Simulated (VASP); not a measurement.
A run of VASP 6.6.1 is set up as follows.

Contents of INCAR:

```
PREC     = Accurate       # precision mode
ENCUT    = 600            # plane-wave cutoff, eV
EDIFF    = 1E-6           # SCF threshold, eV
ISMEAR   = 0              # smearing method
SIGMA    = 0.02           # smearing width, eV
LREAL    = F              # projectors in reciprocal space
LASPH    = T              # aspherical terms in the spheres
NELM     = 120            # most SCF steps
ALGO     = Normal         # electronic algorithm
ISIF     = 2              # what is computed and relaxed
LWAVE    = F              # write WAVECAR
LCHARG   = F              # write CHGCAR
GGA      = PS             # functional
NBANDS   = 11             # bands
GGA_COMPAT= F
```

Contents of KPOINTS:

```
Automatic mesh
0
Gamma
  12 12 12
```

POSCAR

```
BN
1.0
    0.0000000000      1.8025552940      1.8025552940
    1.8025552940      0.0000000000      1.8025552940
    1.8025552940      1.8025552940      0.0000000000
B N
1 1
Direct
    0.0000000000      0.0000000000      0.0000000000
    0.2500000000      0.2500000000      0.2500000000
```

Potentials or basis: VASP PAW PBE potentials, release 64 (B, N).

Run with:

```bash
$ cat potpaw_PBE.64/B/POTCAR potpaw_PBE.64/N/POTCAR > POTCAR
$ mpirun -np 1 vasp_std > vasp.out
```

Question: Estimate the band gap on the k mesh.

Answer: 4.29 eV, indirect (least direct gap 8.80 eV).

Question: What does it give for the pressure?

Answer: 0.5 GPa.

Caveat: the PAW data sets were made with another functional, which shifts forces and pressure a little. A k mesh can miss the band edges.
